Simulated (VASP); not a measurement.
Set up this calculation in VASP 6.6.1, as the native input.

| Property | Result |
| --- | --- |
| Task | single point |
| Functional | LDA |
| Potentials or basis | VASP PAW LDA potentials, release 64 (Bi_d, Te) |
| Cutoff | 500 eV |
| k mesh | 3 × 3 × 3 |
| Occupations | gaussian, width 0.01 eV |
| Spin | no spin polarisation |
| Dipole correction | no |
| Further INCAR settings | ALGO = Normal; EDIFF = 1e-06; NBANDS = 32 |

The structure of Bi2Te3 lies in POSCAR:

```
Bi2Te3
1.0
   10.2683730000      0.0000000000      0.0000000000
    9.3183735055      4.3136294786      0.0000000000
    9.3183735055      2.0522045677      3.7941870922
Bi Te
2 3
Direct
    0.1880000000      0.1880000000      0.1880000000
    0.5980000000      0.5980000000      0.5980000000
    0.3890000000      0.3890000000      0.3890000000
    0.8000000000      0.8000000000      0.8000000000
    0.0000000000      0.0000000000      0.0000000000
```

These files were run (other wordings do the same):

INCAR

```
SYSTEM = Bi2Te3
PREC     = Accurate       ! precision mode
ENCUT    = 500            ! plane-wave cutoff, eV
EDIFF    = 1E-6           ! SCF threshold, eV
ISMEAR   = 0              ! smearing method
SIGMA    = 0.01           ! smearing width, eV
LREAL    = .FALSE.        ! projectors in reciprocal space
LASPH    = .TRUE.         ! aspherical terms in the spheres
NELM     = 120            ! most SCF steps
ALGO     = Normal         ! electronic algorithm
ISIF     = 2              ! what is computed and relaxed
LWAVE    = .FALSE.        ! write WAVECAR
LCHARG   = .FALSE.        ! write CHGCAR
GGA      = CA             ! functional
NBANDS   = 32             ! bands
GGA_COMPAT= .FALSE.
```

KPOINTS

```
regular mesh
0
G
  3 3 3
  0 0 0
```

Potentials or basis: VASP PAW LDA potentials, release 64 (Bi_d, Te).

Launch:

```bash
$ cat potpaw_LDA.64/Bi_d/POTCAR potpaw_LDA.64/Te/POTCAR > POTCAR
$ mpirun -np 1 vasp_std > vasp.out
```

It gave:

```
Pressure               : -2.0 GPa
Largest force          : 1.338 eV/Å
Band gap on the k mesh : 0.04 eV (least direct gap 0.30 eV)
```

Caveat: the k points lie up to 0.55 Å⁻¹ apart; spin-orbit coupling is left out, which moves the levels of the heavy elements; an odd mesh through Γ misses points on the zone boundary, where band edges can lie; forces of over 1 eV/Å act on the atoms, so gaps and moduli don't describe the material at rest.

It took 4.8 min on 1 thread of AMD EPYC 7R43 64-Core Processor (Zen 3), with other jobs on the host, peak memory 0.58 GiB.
